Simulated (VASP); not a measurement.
Here is a VASP 6.6.1 calculation.

File INCAR:

```
ALGO     = Normal         # electronic algorithm
EDIFF    = 1E-6           # SCF threshold, eV
ENCUT    = 520            # plane-wave cutoff, eV
GGA      = PE             # functional
GGA_COMPAT= False        
ISIF     = 2              # what is computed and relaxed
ISMEAR   = -1             # smearing method
LASPH    = True           # aspherical terms in the spheres
LCHARG   = True           # write CHGCAR
LELF     = True           # ELF
LREAL    = False          # projectors in reciprocal space
LVHAR    = True         
LWAVE    = False          # write WAVECAR
NBANDS   = 59             # bands
NELM     = 120            # most SCF steps
PREC     = Accurate       # precision mode
SIGMA    = 0.05           # smearing width, eV
```

The input KPOINTS:

```
k-points
0
Gamma
  1 1 1
```

POSCAR

```
MgH16Cl2O8
1.0
    6.5061090000      0.0000000000      0.0000000000
    0.0000000000      6.5061090000      0.0000000000
    0.0000000000      0.0000000000      6.5061090000
O H Mg Cl
8 16 1 2
Direct
    0.3846692393     -0.0008607295      0.4013919841
    0.3195765703      0.5664829778      0.5131484886
    1.0357035211      0.8594076736      0.9651390716
    0.8246864601      0.4457810344      0.7381985147
    0.0187362370      0.2723286683      0.2800137532
    0.2261259379      0.2700692534     -0.1434036841
    0.4078013449      0.7038000747     -0.1027803254
    0.6761030287      0.0118811412     -0.2701461042
    0.4699275711      0.0861190613      0.3048212073
    0.3430621897     -0.1047784475      0.3237265161
    0.4411238730      0.5627172862      0.4367280044
    0.2386987368      0.4655470728      0.4274751622
    1.1865156271      0.8506005663      0.9482472550
    1.0099892270      0.8089166659      1.1210387038
    0.8629889232      0.5706482938      0.6974983051
    0.7448845385      0.4687748084      0.8579321373
    0.1628008384      0.2300607014      0.3371293042
   -0.0662300616      0.1523337528      0.2591718030
    0.3772915578      0.2704842480     -0.0769891805
    0.2477671370      0.3995014532     -0.2141525757
    0.3799198569      0.6714766076     -0.2457536448
    0.4625652598      0.5676818510     -0.0312168148
    0.5619180373     -0.0902228967     -0.2253727996
    0.7511555678     -0.0683357749     -0.3812109511
   -0.1156758978      0.1777252733      0.8477878253
    0.8260082947      0.7599626751      0.4112442629
    0.5900454481      0.3339937895      0.1408061254
```

Potentials or basis: VASP PAW PBE potentials, release 64 (O, H, Mg, Cl).

The run is started by

```bash
$ cat potpaw_PBE.64/O/POTCAR potpaw_PBE.64/H/POTCAR potpaw_PBE.64/Mg/POTCAR potpaw_PBE.64/Cl/POTCAR > POTCAR
$ mpirun -np 1 vasp_gam > vasp.out
```

Question: Predict the pressure.

Answer: 1.8 GPa.

Question: Estimate the largest force.

Answer: 6.221 eV/Å.

Forces on the atoms (eV/Å):
```
O    1.947  5.498  2.164
O   -2.523 -1.396 -0.223
O   -0.751  0.141  2.541
O   -1.022 -5.305  1.088
O    2.392  0.540  0.816
O    1.821 -0.016  0.508
O    1.291 -1.083  1.302
O   -1.491 -1.038  0.758
H   -0.470 -0.700  0.934
H   -1.892 -4.582 -3.102
H    2.612  0.254 -0.923
H   -0.002  1.287  1.162
H   -0.185 -0.335  0.060
H    0.042  0.854 -2.470
H    1.993  5.286 -2.530
H   -1.300  0.732  1.580
H   -2.446 -0.787 -1.129
H    0.247 -0.670  0.682
H   -2.390 -0.827 -0.161
H   -0.597  0.262 -0.708
H   -0.330 -0.513 -0.683
H   -0.666  2.088 -0.739
H    1.514  1.355 -0.060
H   -0.356 -0.278 -0.595
Mg   1.845 -0.909  1.184
Cl   0.459  0.111 -0.600
Cl   0.257  0.032 -0.856
```

Caveat: the k points lie up to 0.97 Å⁻¹ apart, too coarse for converged energies, forces and pressures; the atoms stand as in a frame of molecular dynamics.
